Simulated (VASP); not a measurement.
Here is a VASP 6.6.1 calculation.

File INCAR:

```
SYSTEM = AlSi16
PREC = Accurate
ENCUT = 520
EDIFF = 1E-6
ISMEAR = -1
SIGMA = 0.05
LREAL = Auto
LASPH = .True.
NELM = 150
ALGO = Normal
ISIF = 2
LWAVE = .False.
LCHARG = .False.
ISPIN = 2
MAGMOM = 0 0 0 0 0 0 0 0 0 0 0 0 0 0 0 0 0
LORBIT = 11
GGA = PE
IVDW = 12
NBANDS = 52
```

File KPOINTS:

```
Automatic mesh
0
Gamma
  2 2 2
  0 0 0
```

Contents of POSCAR:

```
AlSi16
1.0
    0.0000000000      5.4300000000      5.4300000000
    5.4300000000      0.0000000000      5.4300000000
    5.4300000000      5.4300000000      0.0000000000
Si Al
16 1
Direct
   -0.0024861878      0.0198895028     -0.0235359116
    0.1825506446      0.0676335175      0.1324953959
    0.0306077348     -0.0377900552      0.4936648250
    0.1407274401      0.0859576427      0.6251473297
    0.0279005525      0.4730018416      0.0057090239
    0.1213075506      0.6597053407      0.1328729282
    0.0241344383      0.4554604052      0.5155524862
    0.1654143646      0.5613075506      0.6405893186
    0.5470810313     -0.0339502762     -0.0373388582
    0.5597605893      0.1369797422      0.1151012891
    0.5195948435     -0.0758011050      0.5004235727
    0.6636740331      0.0724401473      0.6118508287
    0.4833333333      0.5165561694     -0.0183425414
    0.6572651934      0.6053314917      0.1166390424
    0.5374861878      0.4459392265      0.4962338858
    0.6349723757      0.5666298343      0.6208839779
    0.7508839779      0.2083977901      0.2220810313
```

Potentials or basis: VASP PAW PBE potentials, release 64 (Si, Al).

Run with:

```bash
$ cat potpaw_PBE.64/Si/POTCAR potpaw_PBE.64/Al/POTCAR > POTCAR
$ mpirun -np 1 vasp_std > vasp.out
```

Problem. What does it give for the pressure?

Solution. 3.0 GPa.

Problem. Predict the net moment.

Solution. 0.00 μB per cell.

Stress tensor (GPa, compression positive):
```
 4.42  2.56 -0.68
 2.56  2.20 -0.40
-0.68 -0.40  2.37
```

Caveat: the k points lie up to 0.50 Å⁻¹ apart.
